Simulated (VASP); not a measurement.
# Ir (P6_3/mmc) in VASP: further runs

Runs on Ir. Level: LDA. Tasks: single point.

All numbers are computed with VASP 6.6.1; they aren't measurements. Logs are shortened: lines on timing, memory, paths and dates and some standing lists are left out, and cuts for length are marked.

## (1) The cell of the first run

The structure is hexagonal, space group P6_3/mmc (No. 194). Conventional cell: a = 2.650 Å, b = 2.650 Å, c = 4.297 Å, α = 90.00°, β = 90.00°, γ = 120.00°. Within 3.5 Å of Ir (site symmetry -6m2) lie 12 Ir at 2.64 to 2.65 Å.

## (2) Single point, LDA

INCAR reads:

```
SYSTEM = Ir
PREC = Accurate
ENCUT = 520
EDIFF = 1E-6
ISMEAR = 0
SIGMA = 0.15
LREAL = .False.
LASPH = .True.
NELM = 100
ALGO = Fast
ISIF = 2
LWAVE = .False.
LCHARG = .True.
LELF = .True.
LVHAR = .True.
NBANDS = 16
```

KPOINTS reads:

```
Automatic mesh
0
Gamma
  21 21 12
  0 0 0
```

POSCAR reads:

```
Ir
1.0
    2.6500373936      0.0000000000      0.0000000000
   -1.3250186968      2.2949997038      0.0000000000
    0.0000000000      0.0000000000      4.2967294997
Ir
2
Direct
    0.6666666667      0.3333333333      0.7500000000
    0.3333333333      0.6666666667      0.2500000000
```

Potentials or basis: VASP PAW LDA potentials, release 64 (Ir).

Launch:

```sh
cat potpaw_LDA.64/Ir/POTCAR > POTCAR
mpirun -np 1 vasp_std > vasp.out
```

OUTCAR:

```text
SYSTEM = Ir
   PREC = Accurate
   ENCUT = 520
   EDIFF = 1E-6
   ISMEAR = 0
   LREAL = .False.
   LASPH = .True.
   NELM = 100
   ISIF = 2

 ion  position               nearest neighbor table
   1  0.667  0.333  0.750-   2 2.64   2 2.64   2 2.64   2 2.64   2 2.64   2 2.64
   2  0.333  0.667  0.250-   1 2.64   1 2.64   1 2.64   1 2.64   1 2.64   1 2.64

  LATTYP: Found a hexagonal cell.
 ALAT       =     2.6500373936
 C/A-ratio  =     1.6213844794

  Lattice vectors:

 A1 = (   2.6500373936,   0.0000000000,   0.0000000000)
 A2 = (  -1.3250186968,   2.2949997038,   0.0000000000)
 A3 = (   0.0000000000,   0.0000000000,   4.2967294997)

Analysis of symmetry for initial positions (statically):
=====================================================================
 Subroutine PRICEL returns:
 Original cell was already a primitive cell.

 Routine SETGRP: Setting up the symmetry group for a
 hexagonal supercell.

 Subroutine GETGRP returns: Found 24 space group operations
 (whereof 12 operations were pure point group operations)
 out of a pool of 24 trial point group operations.

The static configuration has the point symmetry D_3d.
 The point group associated with its full space group is D_6h.

Analysis of symmetry for dynamics (positions and initial velocities):
=====================================================================
 Subroutine PRICEL returns:
 Original cell was already a primitive cell.

 Routine SETGRP: Setting up the symmetry group for a
 hexagonal supercell.

 Subroutine GETGRP returns: Found 24 space group operations
 (whereof 12 operations were pure point group operations)
 out of a pool of 24 trial point group operations.

The dynamic configuration has the point symmetry D_3d.
 The point group associated with its full space group is D_6h.

 Subroutine INISYM returns: Found 24 space group operations
 (whereof 12 operations are pure point group operations),
 and found     1 'primitive' translations

----------------------------------------------------------------------------------------

                                     Primitive cell

  volume of cell :      26.1320

  direct lattice vectors                    reciprocal lattice vectors
     2.650037394  0.000000000  0.000000000     0.377353166  0.217864952  0.000000000
    -1.325018697  2.294999704  0.000000000     0.000000000  0.435729904  0.000000000
     0.000000000  0.000000000  4.296729500     0.000000000  0.000000000  0.232735154

  length of vectors
     2.650037394  2.650037394  4.296729500     0.435729904  0.435729904  0.232735154

  position of ions in fractional coordinates (direct lattice)
     0.666666667  0.333333333  0.750000000
     0.333333333  0.666666667  0.250000000

  ion indices of the primitive-cell ions
   primitive index   ion index
                 1           1
                 2           2

----------------------------------------------------------------------------------------

 KPOINTS: Automatic mesh

Automatic generation of k-mesh.
 Grid dimensions read from file:
 generate k-points for:   21   21   12

 Generating k-lattice:

  Cartesian coordinates                     Fractional coordinates (reciprocal lattice)
     0.017969198  0.010374522  0.000000000     0.047619048  0.000000000  0.000000000
     0.000000000  0.020749043  0.000000000     0.000000000  0.047619048  0.000000000
     0.000000000  0.000000000  0.019394596     0.000000000  0.000000000  0.083333333

  Length of vectors
     0.020749043  0.020749043  0.019394596

  Shift w.r.t. Gamma in fractional coordinates (k-lattice)
     0.000000000  0.000000000  0.000000000

 Subroutine IBZKPT returns following result:
 ===========================================

 Found    336 irreducible k-points:

 Following reciprocal coordinates:
            Coordinates               Weight
  0.000000  0.000000  0.000000      1.000000
  0.047619  0.000000  0.000000      6.000000
  0.095238  0.000000  0.000000      6.000000
  0.142857  0.000000  0.000000      6.000000
  0.190476  0.000000  0.000000      6.000000
  0.238095 -0.000000  0.000000      6.000000
[... 16 lines left out ...]
  0.142857  0.095238  0.000000     12.000000
  0.190476  0.095238  0.000000     12.000000
 [... further k-points ...]
   k-points           NKPTS =    336   k-points in BZ     NKDIM =    336   number of bands    NBANDS=     16
   number of dos      NEDOS =    301   number of ions     NIONS =      2
   total plane-waves  NPLWV =  12800
   dimension x,y,z NGX =    20 NGY =   20 NGZ =   32
   dimension x,y,z NGXF=    40 NGYF=   40 NGZF=   64
   ions per type =               2
   NGX,Y,Z   is equivalent  to a cutoff of  12.55, 12.55, 12.38 a.u.
   NGXF,Y,Z  is equivalent  to a cutoff of  25.09, 25.09, 24.76 a.u.
 SYSTEM =  Ir
   PREC   = accura    normal or accurate (medium, high low for compatibility)
   ISTART =      0    job   : 0-new  1-cont  2-samecut
   ICHARG =      2    charge: 1-file 2-atom 10-const
   ISPIN  =      1    spin polarized calculation?
   LNONCOLLINEAR =      F non collinear calculations
   LSORBIT =      F    spin-orbit coupling
   LASPH  =      T    aspherical Exc in radial PAW
   ENCUT  =  520.0 eV  38.22 Ry    6.18 a.u.   4.93  4.93  7.99*2*pi/ulx,y,z
   NELM   =    100;   NELMIN=  2; NELMDL= -5     # of ELM steps
   EDIFF  = 0.1E-05   stopping-criterion for ELM
   LREAL  =      F    real-space projection
   EDIFFG = 0.1E-04   stopping-criterion for IOM
   NSW    =      0    number of steps for IOM
   IBRION =     -1    ionic relax: 0-MD 1-quasi-New 2-CG
   NFREE  =      0    steps in history (QN), initial steepest desc. (CG)
   ISIF   =      2    stress and relaxation
   ISYM   =      2    0-nonsym 1-usesym 2-fastsym
   POTIM  = 0.5000    time-step for ionic-motion
   TEBEG  =    0.0;   TEEND  =   0.0 temperature during run
   PSTRESS=    0.0 pullay stress
   NELECT =      18.0000    total number of electrons
   NUPDOWN=      -1.0000    fix difference up-down
   EMIN   =  10.00;   EMAX   =-10.00  energy-range for DOS
   EFERMI =   0.00;   METHOD = LEGACY
   ISMEAR =     0;   SIGMA  =   0.15  broadening in eV -4-tet -1-fermi 0-gaus
   EFERMI_NEDOS =   21; number of points for ismear=-14 and -15
   IALGO  =     68    algorithm
   IMIX   =      4    mixing-type and parameters
     AMIX     =   0.40;   BMIX     =  1.00
     AMIX_MAG =   1.60;   BMIX_MAG =  1.00
  volume/ion in A,a.u.               =      13.07        88.17
  Fermi-wavevector in a.u.,A,eV,Ry     =   1.445800  2.732165 28.440757  2.090337
  Thomas-Fermi vector in A             =   2.563941
   LORBIT       =      0    0 simple, 1 ext, 2 COOP (PROOUT), +10 PAW based schemes
   GGA     = CA    functional components
   LHFCALC =     F    Hartree Fock is set to
   AEXX    =    0.0000 exact exchange contribution
   IVDW    =     0    specifies the selected vdW correction
   LEPSILON=     F    determine dielectric tensor
   LRPA    =     F    only Hartree local field effects (RPA)
 non-spin polarized calculation
 RMM-DIIS sequential band-by-band and
 Gauss-broadening in eV      SIGMA  =   0.15
  energy-cutoff  :      520.00
  volume of cell :       26.13
 maximum number of plane-waves:       732
 NGX is ok and might be reduce to    20
   NGX =  9   NGY =  9   NGZ = 15

 number of electron      17.9999999 magnetization

 Free energy of the ion-electron system (eV)
  ---------------------------------------------------
  ext. energy  EPLUGINS =         0.00000000
  ---------------------------------------------------
  free energy    TOTEN  =       -20.33263337 eV

  energy without entropy =      -20.31144283  energy(sigma->0) =      -20.32203810

 E-fermi :  11.9234     XC(G=0): -14.6011

 val. band max:       11.9143681323   @ k =   0.3333   0.0476   0.1667
 cond. band min:      11.9261741726   @ k =   0.3810   0.1429   0.0000
 fundamental gap:      0.0118060404
 Fermi energy:        11.9233517104

 k-point     1 :       0.0000    0.0000    0.0000
  band No.  band energies     occupation
      1      -0.2106      2.00000
      2       2.7916      2.00000
      3       7.4090      2.00000
      4       7.5134      2.00000
      5       7.5134      2.00000
      6       8.2732      2.00000
[... 8 lines left out ...]
     15      28.2648      0.00000
     16      29.5541      0.00000

 k-point     2 :       0.0476    0.0000    0.0000
  band No.  band energies     occupation
      1      -0.1129      2.00000
      2       2.8800      2.00000
      3       7.1840      2.00000
      4       7.5979      2.00000
      5       7.7153      2.00000
      6       8.2150      2.00000
[... 8 lines left out ...]
     15      28.3983      0.00000
     16      29.7244      0.00000

 k-point     3 :       0.0952    0.0000    0.0000
  band No.  band energies     occupation
      1       0.1740      2.00000
      2       3.1325      2.00000
      3       6.8729      2.00000
      4       7.8489      2.00000
      5       7.9306      2.00000
      6       8.1070      2.00000
[... 8 lines left out ...]
     15      28.7675      0.00000
     16      30.2013      0.00000

 k-point     4 :       0.1429    0.0000    0.0000
  band No.  band energies     occupation
      1       0.6302      2.00000
      2       3.5030      2.00000
      3       6.5479      2.00000
      4       7.7729      2.00000
      5       7.8414      2.00000
      6       8.2587      2.00000
[... 8 lines left out ...]
     15      29.2036      0.00000
     16      30.6420      0.00000
[... 324 lines left out ...]
 k-point    22 :       0.0952    0.0952    0.0000
  band No.  band energies     occupation
      1       0.8966      2.00000
      2       3.7237      2.00000
      3       6.3359      2.00000
      4       7.5474      2.00000
      5       7.7281      2.00000
      6       8.2595      2.00000
[... 8 lines left out ...]
     15      29.6031      0.00000
     16      30.3865      0.00000

 k-point    23 :       0.1429    0.0952    0.0000
  band No.  band energies     occupation
      1       1.4755      2.00000
      2       4.1223      2.00000
      3       6.0410      2.00000
      4       6.8057      2.00000
      5       7.5412      2.00000
      6       7.9345      2.00000
[... 8 lines left out ...]
     15      28.6887      0.00000
     16      29.3337      0.00000

 k-point    24 :       0.1905    0.0952    0.0000
  band No.  band energies     occupation
      1       2.1346      2.00000
      2       4.3890      2.00000
      3       5.9207      2.00000
      4       6.0952      2.00000
      5       7.4304      2.00000
      6       7.6610      2.00000
[... 8 lines left out ...]
     15      27.5868      0.00000
     16      28.4382      0.00000

 [... further k-points ...]
[... 5 lines left out ...]
  --------------------------------------------------------------------------------------
  -------------------------------------------------------------------------------------
  Total        5.2371123      5.2371123      5.4483812      0.0000000      0.0000000      0.0000000
  in kB      321.0922442    321.0922442    334.0453382      0.0000000      0.0000000      0.0000000
  external PRESSURE =     325.4099422 kB  Pullay stress =       0.0000000 kB

 VOLUME and BASIS-vectors are now :
 -----------------------------------------------------------------------------
  energy-cutoff  :      520.00
  volume of cell :       26.13
      direct lattice vectors                 reciprocal lattice vectors
     2.650037394  0.000000000  0.000000000     0.377353166  0.217864952  0.000000000
    -1.325018697  2.294999704  0.000000000     0.000000000  0.435729904  0.000000000
     0.000000000  0.000000000  4.296729500     0.000000000  0.000000000  0.232735154

 POSITION                                       TOTAL-FORCE (eV/Angst)
 -----------------------------------------------------------------------------------
      1.32502      0.76500      3.22255         0.000000      0.000000      0.000000
     -0.00000      1.53000      1.07418        -0.000000     -0.000000      0.000000
 -----------------------------------------------------------------------------------
    total drift:                               -0.000000      0.000000     -0.000000

  FREE ENERGIE OF THE ION-ELECTRON SYSTEM (eV)
  ---------------------------------------------------
  free  energy   TOTEN  =       -20.3326333674 eV

  energy  without entropy=      -20.3114428267  energy(sigma->0) =      -20.32203810
```

Wall time 96 s (1 thread of Intel Xeon Platinum 8488C (Sapphire Rapids), shared host); peak memory 0.22 GiB.

What came out:

| Item | Value |
| --- | --- |
| Free energy | -20.3326 eV |
| Pressure | 32.5 GPa |
| Band gap on the k mesh | zero (band 9 reaches 13.06 eV, above the bottom of band 10 at 9.24 eV) |

Levels at points of the mesh, in eV from the Fermi level:
```csv
k point,band 5,band 6,band 7,band 8,band 9,band 10,band 11,band 12,band 13,band 14
"(0.00, 0.00, 0.00)",-4.41,-3.65,-3.65,-2.73,-2.73,-0.99,0.29,0.29,7.87,14.08
"(0.00, 0.00, 0.50)",-4.54,-4.54,-4.54,-4.54,-0.54,-0.54,-0.54,-0.54,13.63,13.63
```

Caveat: spin-orbit coupling is left out, which moves the levels of the heavy elements.

## (3) Single point, LDA

This run uses another cell than the first one, of 13.90 Å³/atom, 1.064 times its volume.

INCAR reads:

```
SYSTEM = Ir
PREC = Accurate ; ENCUT = 520
EDIFF = 1E-6 ; ISMEAR = 0
SIGMA = 0.15 ; LREAL = .FALSE.
LASPH = .TRUE. ; NELM = 60
ALGO = Fast ; ISIF = 2
LWAVE = .FALSE. ; LCHARG = .FALSE.
NBANDS = 16
```

KPOINTS reads:

```
regular mesh
0
G
  21 21 12
  0 0 0
```

POSCAR reads:

```
Ir
1.0
    2.7052421934      0.0000000000      0.0000000000
   -1.3526210967      2.3428084629      0.0000000000
    0.0000000000      0.0000000000      4.3862377053
Ir
2
Direct
    0.6666666667      0.3333333333      0.7500000000
    0.3333333333      0.6666666667      0.2500000000
```

Potentials or basis: VASP PAW LDA potentials, release 64 (Ir).

Launch:

```sh
cat potpaw_LDA.64/Ir/POTCAR > POTCAR
mpirun -np 1 vasp_std > vasp.out
```

OUTCAR:

```text
SYSTEM = Ir
   PREC = Accurate
   ENCUT = 520
   EDIFF = 1E-6
   ISMEAR = 0
   LREAL = .FALSE.
   LASPH = .TRUE.
   NELM = 60
   ISIF = 2

 ion  position               nearest neighbor table
   1  0.667  0.333  0.750-   2 2.69   2 2.69   2 2.69   2 2.69   2 2.69   2 2.69
   2  0.333  0.667  0.250-   1 2.69   1 2.69   1 2.69   1 2.69   1 2.69   1 2.69

  LATTYP: Found a hexagonal cell.
 ALAT       =     2.7052421934
 C/A-ratio  =     1.6213844794

  Lattice vectors:

 A1 = (   2.7052421934,   0.0000000000,   0.0000000000)
 A2 = (  -1.3526210967,   2.3428084629,   0.0000000000)
 A3 = (   0.0000000000,   0.0000000000,   4.3862377053)

Analysis of symmetry for initial positions (statically):
=====================================================================
 Subroutine PRICEL returns:
 Original cell was already a primitive cell.

 Routine SETGRP: Setting up the symmetry group for a
 hexagonal supercell.

 Subroutine GETGRP returns: Found 24 space group operations
 (whereof 12 operations were pure point group operations)
 out of a pool of 24 trial point group operations.

The static configuration has the point symmetry D_3d.
 The point group associated with its full space group is D_6h.

Analysis of symmetry for dynamics (positions and initial velocities):
[... 161 lines left out ...]

 E-fermi :  10.7587     XC(G=0): -14.2406

 val. band max:       10.7500370799   @ k =   0.3333   0.0476   0.1667
 cond. band min:      10.7593889576   @ k =   0.2857   0.0476   0.4167
 fundamental gap:      0.0093518778
 Fermi energy:        10.7587440504

 k-point     1 :       0.0000    0.0000    0.0000
  band No.  band energies     occupation
      1      -0.6726      2.00000
      2       2.3423      2.00000
      3       6.6574      2.00000
      4       6.7617      2.00000
      5       6.7617      2.00000
      6       7.4455      2.00000
[... 433 lines left out ...]
      3       5.2983      2.00000
      4       5.4515      2.00000
      5       6.6729      2.00000
      6       6.8994      2.00000
[... 8 lines left out ...]
     15      25.7896      0.00000
     16      27.1917      0.00000

 [... further k-points ...]
[... 5 lines left out ...]
  --------------------------------------------------------------------------------------
  -------------------------------------------------------------------------------------
  Total        0.4357824      0.4357824      0.5146494      0.0000000      0.0000000      0.0000000
  in kB       25.1156949     25.1156949     29.6610808      0.0000000      0.0000000      0.0000000
  external PRESSURE =      26.6308235 kB  Pullay stress =       0.0000000 kB

 VOLUME and BASIS-vectors are now :
 -----------------------------------------------------------------------------
  energy-cutoff  :      520.00
  volume of cell :       27.80
      direct lattice vectors                 reciprocal lattice vectors
     2.705242193  0.000000000  0.000000000     0.369652670  0.213419069  0.000000000
    -1.352621097  2.342808463  0.000000000     0.000000000  0.426838137  0.000000000
     0.000000000  0.000000000  4.386237705     0.000000000  0.000000000  0.227985820

 POSITION                                       TOTAL-FORCE (eV/Angst)
 -----------------------------------------------------------------------------------
      1.35262      0.78094      3.28968         0.000000      0.000000      0.000000
     -0.00000      1.56187      1.09656        -0.000000     -0.000000      0.000000
 -----------------------------------------------------------------------------------
    total drift:                               -0.000000      0.000000     -0.000000

  FREE ENERGIE OF THE ION-ELECTRON SYSTEM (eV)
  ---------------------------------------------------
  free  energy   TOTEN  =       -20.5071978522 eV

  energy  without entropy=      -20.4831829450  energy(sigma->0) =      -20.49519040
```

stdout:

```text
POSCAR found type information on POSCAR Ir
 POSCAR found :  1 types and       2 ions
 scaLAPACK will be used
 LDA part: xc-table for (Slater(with rela. corr.)+CA(PZ))
 , standard interpolation
 POSCAR, INCAR and KPOINTS ok, starting setup
 FFT: planning ... GRIDC
 FFT: planning ... GRID_SOFT
 FFT: planning ... GRID
 WAVECAR not read
 entering main loop
```

Run time: 2.5 min. Hardware: 1 thread of Intel Xeon Platinum 8488C (Sapphire Rapids), shared host; peak memory 0.23 GiB.

What came out:

| Property | Result |
| --- | --- |
| Free energy | -20.5072 eV |
| Pressure | 2.7 GPa |
| Band gap on the k mesh | zero (band 9 reaches 11.77 eV, above the bottom of band 10 at 8.32 eV) |

Stress tensor (GPa, compression positive):
```
2.51 0.00 0.00
0.00 2.51 0.00
0.00 0.00 2.97
```

Caveat: spin-orbit coupling is left out, which moves the levels of the heavy elements.
